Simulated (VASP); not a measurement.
# CuO (Pm-3m) in VASP: a series of runs

The runs below take CuO through single point, relaxation of cell and atoms, with PBE+U.

Program: VASP 6.6.1. These are calculated values, not measurements. Logs are shortened: lines on timing, memory, paths and dates and some standing lists are left out, and cuts for length are marked.

## Step 1: The cell of the first run

Symmetry: Pm-3m, No. 221, cubic system. The conventional cell has a = 2.656 Å, b = 2.656 Å, c = 2.656 Å, α = 90.00°, β = 90.00°, γ = 90.00°. Cu (site symmetry m-3m) has 8 O at 2.30 Å and 6 Cu at 2.66 Å within 3.0 Å. O (site symmetry m-3m) has 8 Cu at 2.30 Å and 6 O at 2.66 Å within 3.0 Å.

## Step 2: Single point, PBE+U

INCAR

```
  ALGO = Normal
  EDIFF = 1E-6
  ENCUT = 820
  GGA = PE
  GGA_COMPAT = F
  ISIF = 2
  ISMEAR = -1
  LASPH = T
  LCHARG = T
  LDAU = T
  LDAUJ = 0 0
  LDAUL = 2 -1
  LDAUPRINT = 1
  LDAUTYPE = 2
  LDAUU = 5 0
  LELF = T
  LMAXMIX = 4
  LREAL = F
  LVHAR = T
  LWAVE = F
  NBANDS = 20
  NELM = 200
  PREC = Accurate
  SIGMA = 0.05
```

KPOINTS

```
k-points
0
Gamma
  10 10 10
```

POSCAR

```
CuO
1.0
    2.6562582672      0.0000000000      0.0000000000
    0.0000000000      2.6562582672      0.0000000000
    0.0000000000      0.0000000000      2.6562582672
Cu O
1 1
Direct
    0.0000000000      0.0000000000      0.0000000000
    0.5000000000      0.5000000000      0.5000000000
```

Potentials or basis: VASP PAW PBE potentials, release 64 (Cu_sv_GW, O).

On the command line:

```bash
$ cat potpaw_PBE.64/Cu_sv_GW/POTCAR potpaw_PBE.64/O/POTCAR > POTCAR
$ mpirun -np 1 vasp_std > vasp.out
```

OUTCAR:

```text
EDIFF = 1E-6
   ENCUT = 820
   GGA = PE
   ISIF = 2
   ISMEAR = -1
   LASPH = T
   LREAL = F
   NELM = 200
   PREC = Accurate

 ion  position               nearest neighbor table
   1  0.000  0.000  0.000-   2 2.30   2 2.30   2 2.30   2 2.30   2 2.30   2 2.30   2 2.30   2 2.30

   2  0.500  0.500  0.500-   1 2.30   1 2.30   1 2.30   1 2.30   1 2.30   1 2.30   1 2.30   1 2.30

  LATTYP: Found a simple cubic cell.
 ALAT       =     2.6562582672

  Lattice vectors:

 A1 = (   2.6562582672,   0.0000000000,   0.0000000000)
 A2 = (   0.0000000000,   2.6562582672,   0.0000000000)
 A3 = (   0.0000000000,   0.0000000000,   2.6562582672)

Analysis of symmetry for initial positions (statically):
=====================================================================
 Subroutine PRICEL returns:
 Original cell was already a primitive cell.

 Routine SETGRP: Setting up the symmetry group for a
 simple cubic supercell.

 Subroutine GETGRP returns: Found 48 space group operations
 (whereof 48 operations were pure point group operations)
 out of a pool of 48 trial point group operations.

The static configuration has the point symmetry O_h .

Analysis of symmetry for dynamics (positions and initial velocities):
=====================================================================
 Subroutine PRICEL returns:
 Original cell was already a primitive cell.

 Routine SETGRP: Setting up the symmetry group for a
 simple cubic supercell.

 Subroutine GETGRP returns: Found 48 space group operations
 (whereof 48 operations were pure point group operations)
 out of a pool of 48 trial point group operations.

The dynamic configuration has the point symmetry O_h .

 Subroutine INISYM returns: Found 48 space group operations
 (whereof 48 operations are pure point group operations),
 and found     1 'primitive' translations

----------------------------------------------------------------------------------------

                                     Primitive cell

  volume of cell :      18.7418

  direct lattice vectors                    reciprocal lattice vectors
     2.656258267  0.000000000  0.000000000     0.376469417  0.000000000  0.000000000
     0.000000000  2.656258267  0.000000000     0.000000000  0.376469417  0.000000000
     0.000000000  0.000000000  2.656258267     0.000000000  0.000000000  0.376469417

  length of vectors
     2.656258267  2.656258267  2.656258267     0.376469417  0.376469417  0.376469417

  position of ions in fractional coordinates (direct lattice)
     0.000000000  0.000000000  0.000000000
     0.500000000  0.500000000  0.500000000

  ion indices of the primitive-cell ions
   primitive index   ion index
                 1           1
                 2           2

----------------------------------------------------------------------------------------

 KPOINTS: k-points

Automatic generation of k-mesh.
 Grid dimensions read from file:
 generate k-points for:   10   10   10

 Generating k-lattice:

  Cartesian coordinates                     Fractional coordinates (reciprocal lattice)
     0.037646942  0.000000000  0.000000000     0.100000000  0.000000000  0.000000000
     0.000000000  0.037646942  0.000000000     0.000000000  0.100000000  0.000000000
     0.000000000  0.000000000  0.037646942     0.000000000  0.000000000  0.100000000

  Length of vectors
     0.037646942  0.037646942  0.037646942

  Shift w.r.t. Gamma in fractional coordinates (k-lattice)
     0.000000000  0.000000000  0.000000000

 Subroutine IBZKPT returns following result:
 ===========================================

 Found     56 irreducible k-points:

 Following reciprocal coordinates:
            Coordinates               Weight
  0.000000  0.000000  0.000000      1.000000
  0.100000  0.000000  0.000000      6.000000
  0.200000  0.000000  0.000000      6.000000
  0.300000  0.000000  0.000000      6.000000
  0.400000  0.000000  0.000000      6.000000
  0.500000  0.000000  0.000000      3.000000
[... 16 lines left out ...]
  0.200000  0.100000  0.100000     24.000000
  0.300000  0.100000  0.100000     24.000000
 [... further k-points ...]
   k-points           NKPTS =     56   k-points in BZ     NKDIM =     56   number of bands    NBANDS=     20
   number of dos      NEDOS =    301   number of ions     NIONS =      2
   total plane-waves  NPLWV =  21952
   dimension x,y,z NGX =    28 NGY =   28 NGZ =   28
   dimension x,y,z NGXF=    56 NGYF=   56 NGZF=   56
   ions per type =               1   1
   NGX,Y,Z   is equivalent  to a cutoff of  17.52, 17.52, 17.52 a.u.
   NGXF,Y,Z  is equivalent  to a cutoff of  35.05, 35.05, 35.05 a.u.
 SYSTEM =  unknown system
   PREC   = accura    normal or accurate (medium, high low for compatibility)
   ISTART =      0    job   : 0-new  1-cont  2-samecut
   ICHARG =      2    charge: 1-file 2-atom 10-const
   ISPIN  =      1    spin polarized calculation?
   LNONCOLLINEAR =      F non collinear calculations
   LSORBIT =      F    spin-orbit coupling
   LASPH  =      T    aspherical Exc in radial PAW
   ENCUT  =  820.0 eV  60.27 Ry    7.76 a.u.   6.20  6.20  6.20*2*pi/ulx,y,z
   NELM   =    200;   NELMIN=  2; NELMDL= -5     # of ELM steps
   EDIFF  = 0.1E-05   stopping-criterion for ELM
   LREAL  =      F    real-space projection
   EDIFFG = 0.1E-04   stopping-criterion for IOM
   NSW    =      0    number of steps for IOM
   IBRION =     -1    ionic relax: 0-MD 1-quasi-New 2-CG
   NFREE  =      0    steps in history (QN), initial steepest desc. (CG)
   ISIF   =      2    stress and relaxation
   ISYM   =      2    0-nonsym 1-usesym 2-fastsym
   POTIM  = 0.5000    time-step for ionic-motion
   TEBEG  =    0.0;   TEEND  =   0.0 temperature during run
   PSTRESS=    0.0 pullay stress
   NELECT =      25.0000    total number of electrons
   NUPDOWN=      -1.0000    fix difference up-down
   EMIN   =  10.00;   EMAX   =-10.00  energy-range for DOS
   EFERMI =   0.00;   METHOD = LEGACY
   ISMEAR =    -1;   SIGMA  =   0.05  broadening in eV -4-tet -1-fermi 0-gaus
   EFERMI_NEDOS =   21; number of points for ismear=-14 and -15
   IALGO  =     38    algorithm
   IMIX   =      4    mixing-type and parameters
     AMIX     =   0.40;   BMIX     =  1.00
     AMIX_MAG =   1.60;   BMIX_MAG =  1.00
  volume/ion in A,a.u.               =       9.37        63.24
  Fermi-wavevector in a.u.,A,eV,Ry     =   1.802123  3.405519 44.186946  3.247649
  Thomas-Fermi vector in A             =   2.862504
   LORBIT       =      0    0 simple, 1 ext, 2 COOP (PROOUT), +10 PAW based schemes
 LDA+U is selected, type is set to LDAUTYPE =  2
   angular momentum for each species LDAUL =     2   -1
   U (eV)           for each species LDAUU =   5.0  0.0
   J (eV)           for each species LDAUJ =   0.0  0.0
   GGA     = PE    functional components
   LHFCALC =     F    Hartree Fock is set to
   AEXX    =    0.0000 exact exchange contribution
   IVDW    =     0    specifies the selected vdW correction
   LEPSILON=     F    determine dielectric tensor
   LRPA    =     F    only Hartree local field effects (RPA)
 non-spin polarized calculation
  energy-cutoff  :      820.00
  volume of cell :       18.74
 maximum number of plane-waves:      1021
 NGX is ok and might be reduce to    28
   NGX = 13   NGY = 13   NGZ = 13

atom =   1  type =  1  l = 2

 onsite density matrix

spin component  1

  0.8895  0.0000  0.0000 -0.0000  0.0000
  0.0000  0.8895 -0.0000 -0.0000 -0.0000
  0.0000 -0.0000  0.9335 -0.0000  0.0000
 -0.0000 -0.0000 -0.0000  0.8895 -0.0000
  0.0000 -0.0000  0.0000 -0.0000  0.9335

spin component  2

  0.8895  0.0000  0.0000 -0.0000  0.0000
  0.0000  0.8895 -0.0000 -0.0000 -0.0000
  0.0000 -0.0000  0.9335 -0.0000  0.0000
 -0.0000 -0.0000 -0.0000  0.8895 -0.0000
  0.0000 -0.0000  0.0000 -0.0000  0.9335

 occupancies and eigenvectors

  o =  0.8895  v =  0.0000 -0.3765 -0.0000  0.9264 -0.0000  0.0000  0.0000  0.0000  0.0000  0.0000      0.0000  0.0000  0.0000  0.0000  0.0000  0.0000  0.0000  0.0000  0.0000  0.0000
  o =  0.8895  v =  0.0000  0.0000  0.0000  0.0000  0.0000  0.0000 -0.3765 -0.0000  0.9264 -0.0000      0.0000  0.0000  0.0000  0.0000  0.0000  0.0000  0.0000  0.0000  0.0000  0.0000
  o =  0.8895  v =  0.0000  0.0000  0.0000  0.0000  0.0000  1.0000  0.0000  0.0000  0.0000  0.0000      0.0000  0.0000  0.0000  0.0000  0.0000  0.0000  0.0000  0.0000  0.0000  0.0000
  o =  0.8895  v =  1.0000  0.0000  0.0000  0.0000  0.0000  0.0000  0.0000  0.0000  0.0000  0.0000      0.0000  0.0000  0.0000  0.0000  0.0000  0.0000  0.0000  0.0000  0.0000  0.0000
  o =  0.8895  v =  0.0000  0.9264  0.0000  0.3765 -0.0000  0.0000  0.0000  0.0000  0.0000  0.0000      0.0000  0.0000  0.0000  0.0000  0.0000  0.0000  0.0000  0.0000  0.0000  0.0000
  o =  0.8895  v =  0.0000  0.0000  0.0000  0.0000  0.0000  0.0000  0.9264  0.0000  0.3765 -0.0000      0.0000  0.0000  0.0000  0.0000  0.0000  0.0000  0.0000  0.0000  0.0000  0.0000
  o =  0.9335  v =  0.0000  0.0000 -0.4232  0.0000  0.9060  0.0000  0.0000  0.0000  0.0000  0.0000      0.0000  0.0000  0.0000  0.0000  0.0000  0.0000  0.0000  0.0000  0.0000  0.0000
  o =  0.9335  v =  0.0000  0.0000  0.0000  0.0000  0.0000  0.0000  0.0000 -0.4232  0.0000  0.9060      0.0000  0.0000  0.0000  0.0000  0.0000  0.0000  0.0000  0.0000  0.0000  0.0000
  o =  0.9335  v =  0.0000  0.0000  0.0000  0.0000  0.0000  0.0000  0.0000 -0.9060 -0.0000 -0.4232      0.0000  0.0000  0.0000  0.0000  0.0000  0.0000  0.0000  0.0000  0.0000  0.0000
  o =  0.9335  v =  0.0000  0.0000 -0.9060 -0.0000 -0.4232  0.0000  0.0000  0.0000  0.0000  0.0000      0.0000  0.0000  0.0000  0.0000  0.0000  0.0000  0.0000  0.0000  0.0000  0.0000

 number of electron      24.9999997 magnetization

 Free energy of the ion-electron system (eV)
  ---------------------------------------------------
  ext. energy  EPLUGINS =         0.00000000
  ---------------------------------------------------
  free energy    TOTEN  =        -6.43269380 eV

  energy without entropy =       -6.40133143  energy(sigma->0) =       -6.41701261

 E-fermi :   5.4468     XC(G=0): -12.9669

 val. band max:        5.4436183508   @ k =   0.4000   0.4000   0.2000
 cond. band min:       5.4497001358   @ k =   0.5000   0.3000   0.1000
 fundamental gap:      0.0060817850
 Fermi energy:         5.4468030935

 k-point     1 :       0.0000    0.0000    0.0000
  band No.  band energies     occupation
      1    -104.8311      2.00000
      2     -62.2409      2.00000
      3     -62.2409      2.00000
      4     -62.2409      2.00000
      5     -13.2861      2.00000
      6       1.8558      2.00000
[... 12 lines left out ...]
     19      25.4169      0.00000
     20      38.6203      0.00000

 k-point     2 :       0.1000    0.0000    0.0000
  band No.  band energies     occupation
      1    -104.8306      2.00000
      2     -62.2441      2.00000
      3     -62.2405      2.00000
      4     -62.2405      2.00000
      5     -13.1947      2.00000
      6       1.7234      2.00000
[... 12 lines left out ...]
     19      26.2067      0.00000
     20      35.6760      0.00000

 k-point     3 :       0.2000    0.0000    0.0000
  band No.  band energies     occupation
      1    -104.8298      2.00000
      2     -62.2535      2.00000
      3     -62.2396      2.00000
      4     -62.2396      2.00000
      5     -12.9427      2.00000
      6       0.8875      2.00000
[... 12 lines left out ...]
     19      28.0981      0.00000
     20      32.5544      0.00000

 k-point     4 :       0.3000    0.0000    0.0000
  band No.  band energies     occupation
      1    -104.8289      2.00000
      2     -62.2653      2.00000
      3     -62.2384      2.00000
      4     -62.2384      2.00000
      5     -12.6017      2.00000
      6      -0.3325      2.00000
[... 429 lines left out ...]
 k-point    23 :       0.2000    0.1000    0.1000
  band No.  band energies     occupation
      1    -104.8293      2.00000
      2     -62.2531      2.00000
      3     -62.2429      2.00000
      4     -62.2428      2.00000
      5     -12.7804      2.00000
      6       1.0256      2.00000
[... 12 lines left out ...]
     19      28.8414      0.00000
     20      32.1022      0.00000

 k-point    24 :       0.3000    0.1000    0.1000
  band No.  band energies     occupation
      1    -104.8284      2.00000
      2     -62.2647      2.00000
      3     -62.2418      2.00000
      4     -62.2417      2.00000
      5     -12.4594      2.00000
      6      -0.1081      2.00000
[... 12 lines left out ...]
     19      31.0887      0.00000
     20      31.1094      0.00000

 [... further k-points ...]

------------------------ aborting loop because EDIFF is reached ----------------------------------------

  FORCE on cell =-STRESS in cart. coord.  units (eV):
  Direction    XX          YY          ZZ          XY          YZ          ZX
  --------------------------------------------------------------------------------------
  -------------------------------------------------------------------------------------
  Total       -0.6070288     -0.6070288     -0.6070288      0.0000000      0.0000000      0.0000000
  in kB      -51.8930276    -51.8930276    -51.8930276      0.0000000      0.0000000      0.0000000
  external PRESSURE =     -51.8930276 kB  Pullay stress =       0.0000000 kB

 VOLUME and BASIS-vectors are now :
 -----------------------------------------------------------------------------
  energy-cutoff  :      820.00
  volume of cell :       18.74
      direct lattice vectors                 reciprocal lattice vectors
     2.656258267  0.000000000  0.000000000     0.376469417  0.000000000  0.000000000
     0.000000000  2.656258267  0.000000000     0.000000000  0.376469417  0.000000000
     0.000000000  0.000000000  2.656258267     0.000000000  0.000000000  0.376469417

 POSITION                                       TOTAL-FORCE (eV/Angst)
 -----------------------------------------------------------------------------------
      0.00000      0.00000      0.00000         0.000000      0.000000      0.000000
      1.32813      1.32813      1.32813         0.000000      0.000000      0.000000
 -----------------------------------------------------------------------------------
    total drift:                               -0.000000      0.000000      0.000000

  FREE ENERGIE OF THE ION-ELECTRON SYSTEM (eV)
  ---------------------------------------------------
  free  energy   TOTEN  =        -6.4326937978 eV

  energy  without entropy=       -6.4013314281  energy(sigma->0) =       -6.41701261
```

Run time: 36 s. Hardware: 1 thread of Intel Xeon Platinum 8375C at 2.90GHz (Ice Lake), shared host; peak memory 0.2 GiB.

What came out:

```
Free energy            : -6.4327 eV
Pressure               : -5.2 GPa
Band gap on the k mesh : zero (an odd number of electrons rules out a gap without spin polarisation)
```

Eigenvalues of the final occupation matrices:
```csv
site,spin,trace,eigenvalues
site 1 d,1,4.54,0.89 0.89 0.89 0.93 0.93
site 1 d,2,4.54,0.89 0.89 0.89 0.93 0.93
```

Caveat: the cell stands under tension; an odd number of electrons without spin polarisation forces a metal; a magnetic or distorted state may lie lower; U without spin polarisation on a metal has little footing.

## Step 3: Relaxation of cell and atoms, PBE+U

This run uses another cell than the first one, of 8.32 Å³/atom.

INCAR

```
ALGO = Normal
EDIFF = 1E-7
EDIFFG = -0.01
ENCUT = 820
GGA = PE
GGA_COMPAT = F
IBRION = 2
ISIF = 3
ISMEAR = -1
LASPH = T
LCHARG = F
LDAU = T
LDAUJ = 0 0
LDAUL = 2 -1
LDAUPRINT = 1
LDAUTYPE = 2
LDAUU = 1 0
LMAXMIX = 4
LREAL = F
LWAVE = F
NELM = 200
NELMIN = 4
NSW = 60
PREC = Accurate
SIGMA = 0.05
```

KPOINTS is that of step 2.

POSCAR

```
CuO
1.0
    2.5525506100      0.0000000000      0.0000000000
    0.0000000000      2.5525506100      0.0000000000
    0.0000000000      0.0000000000      2.5525506100
Cu O
1 1
Direct
    0.0000000000      0.0000000000      0.0000000000
    0.5000000000      0.5000000000      0.5000000000
```

Potentials or basis: VASP PAW PBE potentials, release 64 (Cu_sv_GW, O).

On the command line:

```bash
$ cat potpaw_PBE.64/Cu_sv_GW/POTCAR potpaw_PBE.64/O/POTCAR > POTCAR
$ mpirun -np 1 vasp_std > vasp.out
```

Wall time 43 s (1 thread of Intel Xeon Platinum 8488C (Sapphire Rapids), shared host); peak memory 0.18 GiB.

Results (log left out):

* Free energy: -8.1904 eV
* Relaxed volume: 9.05 Å³/atom
* Relaxed cell: a = 2.626 Å, b = 2.626 Å, c = 2.626 Å, α = 90.00°, β = 90.00°, γ = 90.00°
* Space group after relaxing (to 0.1 Å): Pm-3m (No. 221)
* Energy gained by relaxing: 40.8 meV/atom
* Ionic steps: 3
* Pressure after relaxing: -0.1 GPa
* Band gap on the k mesh: zero (an odd number of electrons rules out a gap without spin polarisation)

Step by step:
| step | energy change (eV) | largest force (eV/Å) | pressure (GPa) | volume (Å³) |
| --- | --- | --- | --- | --- |
| 1 | 0.0000 | 0.0000 | 19.23 | 16.63 |
| 2 | -0.0491 | 0.0000 | -9.24 | 19.15 |
| 3 | -0.0815 | 0.0000 | -0.11 | 18.10 |

Final structure:
```cif
data_structure
_symmetry_space_group_name_H-M 'P 1'
_symmetry_Int_Tables_number 1
_cell_length_a 2.6256
_cell_length_b 2.6256
_cell_length_c 2.6256
_cell_angle_alpha 90.000
_cell_angle_beta 90.000
_cell_angle_gamma 90.000
_cell_volume 18.10
loop_
_atom_site_label
_atom_site_type_symbol
_atom_site_fract_x
_atom_site_fract_y
_atom_site_fract_z
_atom_site_occupancy
Cu1 Cu 0.00000 0.00000 0.00000 1
O1 O 0.50000 0.50000 0.50000 1
```

Levels at points of the mesh, in eV from the Fermi level:
| k point | band 9 | band 10 | band 11 | band 12 | band 13 | band 14 | band 15 | band 16 |
| --- | --- | --- | --- | --- | --- | --- | --- | --- |
| (0.00, 0.00, 0.00) | -1.79 | -1.79 | -1.63 | -1.63 | -1.63 | 0.87 | 15.80 | 15.80 |
| (0.50, 0.00, 0.00) | -3.10 | -1.58 | -1.21 | 0.42 | 0.42 | 6.58 | 8.02 | 17.70 |
| (0.50, 0.50, 0.00) | -2.15 | -2.08 | -2.08 | -1.25 | -0.85 | 5.32 | 11.50 | 11.50 |
| (0.50, 0.50, 0.50) | -1.22 | -1.22 | 0.30 | 0.30 | 0.30 | 7.14 | 7.14 | 7.14 |

Eigenvalues of the final occupation matrices:
```
    site  spin  trace               eigenvalues
site 1 d     1   4.48  0.88 0.88 0.88 0.93 0.93
site 1 d     2   4.48  0.88 0.88 0.88 0.93 0.93
```

Caveat: an odd number of electrons without spin polarisation forces a metal; a magnetic or distorted state may lie lower; U without spin polarisation on a metal has little footing.

The gap in the log of VASP goes by the Fermi energy; the results here count the filled bands.